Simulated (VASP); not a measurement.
Runs of VASP 6.6.1 on TePb. The structure is that of space group Fm-3m (No. 225), or close to it. The cells are those of the table. 

```csv
task,level,cell,grid for exact exchange (PRECFOCK),share of exact exchange,screening parameter,gap on the mesh (eV),pressure (GPa)
dielectric tensor,r2SCAN,"a = 4.760 Å, angles 60.0°, 2 atoms",-,-,-,(a),-
single point,HSE06,"a = 4.437 Å, angles 60.0°, 2 atoms",Normal,0.25,0.2079 1/Å,0.81,6.0
dielectric tensor,r2SCAN,"a = 4.668 Å, angles 60.0°, 2 atoms",-,-,-,(c),-
single point,HSE06,"a = 4.668 Å, angles 60.0°, 2 atoms",Normal,0.25,0.2079 1/Å,1.23,-1.6
dielectric tensor,r2SCAN,"a = 4.714 Å, angles 60.0°, 2 atoms",-,-,-,1.20,-
single point,HSE06,"a = 4.714 Å, angles 60.0°, 2 atoms",Normal,0.25,0.2079 1/Å,1.29,(b)
```

Alike in all rows: potentials or basis VASP PAW PBE potentials, release 64 (Pb_d, Te); no spin polarisation; k mesh 6 × 6 × 6; cutoff (eV) 520; smearing gaussian 0.01 eV.

Task: Estimate the missing entries.

Result: (a) 1.24; (b) -2.6; (c) 1.15.

Caveats: the structure was generated, so it needn't be the stable form of TePb; the PAW data sets were made with another functional, which shifts forces and pressure a little; spin-orbit coupling is left out, which moves the levels of the heavy elements; the cell stands under pressure (at least some runs).

A k mesh can miss the band edges, and the runs leave out spin-orbit coupling on Pb, Te.
